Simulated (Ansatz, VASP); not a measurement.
# NaCl: VASP beside Ansatz

The input POSCAR:

```
NaCl
1.0
    3.4938009918      0.0000000000      0.0000000000
    0.0000000000      3.4938009918      0.0000000000
    0.0000000000      0.0000000000      3.4938009918
Na Cl
1 1
Direct
    0.0000000000      0.0000000000      0.0000000000
    0.5000000000      0.5000000000      0.5000000000
```

Contents of INCAR.step1:

```
SYSTEM = NaCl
PREC = Accurate
ENCUT = 520
ISMEAR = 0
SIGMA = 0.01
LREAL = .FALSE.
LASPH = .TRUE.
NELM = 100
NBANDS = 14
GGA = PE
ALGO = Normal
EDIFF = 1E-4
LWAVE = .TRUE.
LCHARG = .FALSE.
```

Contents of INCAR.step2:

```
SYSTEM = NaCl
PREC = Accurate
ENCUT = 520
EDIFF = 1E-6
ISMEAR = 0
SIGMA = 0.01
LREAL = .FALSE.
LASPH = .TRUE.
NELM = 100
ALGO = Normal
ISIF = 2
LWAVE = .FALSE.
LCHARG = .FALSE.
METAGGA = R2SCAN
LMIXTAU = .TRUE.
NBANDS = 14
ISTART = 1
```

Contents of KPOINTS:

```
Automatic mesh
0
G
  6 6 6
  0 0 0
```

Input for Ansatz:

```yaml
crystal:
  lattice:
    - [3.4938009918, 0.0, 0.0]
    - [0.0, 3.4938009918, 0.0]
    - [0.0, 0.0, 3.4938009918]
  atoms:
    - { symbol: Na, position: [0.0, 0.0, 0.0] }
    - { symbol: Cl, position: [0.5, 0.5, 0.5] }
kpoints:
  mp_grid: { grid: [6, 6, 6] }
hamiltonian:
  xc: r2scan
scf:
  occupations: { method: fixed }
  n_extra_bands: 4
output:
  forces: true
  stress: true
  eigenvalues: true
```

Alike in both runs: task single point; functional r2SCAN; k mesh 6 × 6 × 6; no spin polarisation.

|  | VASP | Ansatz |
| --- | --- | --- |
| version | VASP 6.6.1 | Ansatz 0.2.0 |
| potentials or method | VASP PAW PBE potentials, release 64 (Na_pv, Cl) | plane waves, PAW |
| plane-wave cutoff (eV) | 520 | 500 |
| occupations | gaussian, width 0.01 eV | fixed |
| valence electrons in the cell | 14 | 16 |

Ansatz gave:

- gap on the k mesh at the Fermi level (eV): 4.81
- pressure (GPa): -0.8

Question: Which values does VASP return?

Answer: gap on the k mesh at the Fermi level (eV): 4.84; pressure (GPa): -1.1.

VASP's potentials were made for PBE, not for r2SCAN. VASP's potentials hold 14 valence electrons a cell and Ansatz's 16, so a difference there can come from the potentials and not from the codes.
